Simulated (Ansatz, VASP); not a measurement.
**MoSe: VASP beside Ansatz**

INCAR

```
ALGO = Normal ; EDIFF = 1E-6
ENCUT = 520 ; GGA = PE
ISIF = 2 ; ISMEAR = 0
LASPH = T ; LCHARG = T
LDAU = T ; LDAUJ = 0 0
LDAUL = 2 -1 ; LDAUPRINT = 1
LDAUTYPE = 2 ; LDAUU = 4.38 0
LELF = T ; LMAXMIX = 4
LREAL = F ; LVHAR = T
LWAVE = F ; NBANDS = 28
NELM = 150 ; PREC = Accurate
SIGMA = 0.1
```

The input KPOINTS:

```
k-points
0
Gamma
  12 12 6
```

Contents of POSCAR:

```
MoSe
1.0
    4.2490932099      0.0000000000      0.0000000000
   -2.1245466050      3.6798226629      0.0000000000
    0.0000000000      0.0000000000      7.2023706354
Mo Se
2 2
Direct
    0.0000000000      0.0000000000      0.0000000000
    0.0000000000      0.0000000000      0.5000000000
    0.3333333333      0.6666666667      0.2500000000
    0.6666666667      0.3333333333      0.7500000000
```

Input for Ansatz:

```yaml
crystal:
  lattice:
    - [4.2490870313, 0.0, 0.0]
    - [-2.1245435157, 3.679817312, 0.0]
    - [0.0, 0.0, 7.2023755963]
  atoms:
    - { symbol: Mo, position: [0.0, 0.0, 0.0] }
    - { symbol: Mo, position: [0.0, 0.0, 0.5] }
    - { symbol: Se, position: [0.3333333333, 0.6666666667, 0.25] }
    - { symbol: Se, position: [0.6666666667, 0.3333333333, 0.75] }
basis:
  ecutwfc: 420
kpoints:
  mp_grid: { grid: [12, 12, 6] }
hamiltonian:
  xc: pbe
  hubbard: { sites: [{ species: Mo, l: d, u_eff: 4.38 }] }
scf:
  occupations: { method: gaussian, width: 0.1 }
output:
  forces: true
  stress: true
  eigenvalues: true
  write_density: true
  write_potential: true
  elf: true
  volumetric_format: npy
```

Alike in both runs: task single point; functional PBE; k mesh 12 × 12 × 6; occupations gaussian, width 0.1 eV; no spin polarisation; Hubbard terms Mo d U = 4.38 eV.

```csv
,VASP,Ansatz
version,VASP 6.6.1,Ansatz 0.2.0
potentials or method,"VASP PAW PBE potentials, release 64 (Mo_sv, Se), cutoff 520 eV","scalar-relativistic, plane waves, PAW"
valence electrons in the cell,40,60
```

|  | VASP | Ansatz | Ansatz less VASP |
| --- | --- | --- | --- |
| pressure (GPa) | -14.0 | -13.3 | +0.70 |
| traceless stress, the component that is largest in VASP (GPa) | -1.01 | -0.89 | +0.112 |

The programs project onto different local orbitals, so the same U acts differently, and such runs can settle in different states. VASP's potentials hold 40 valence electrons a cell and Ansatz's 60, so a difference there can come from the potentials and not from the codes.
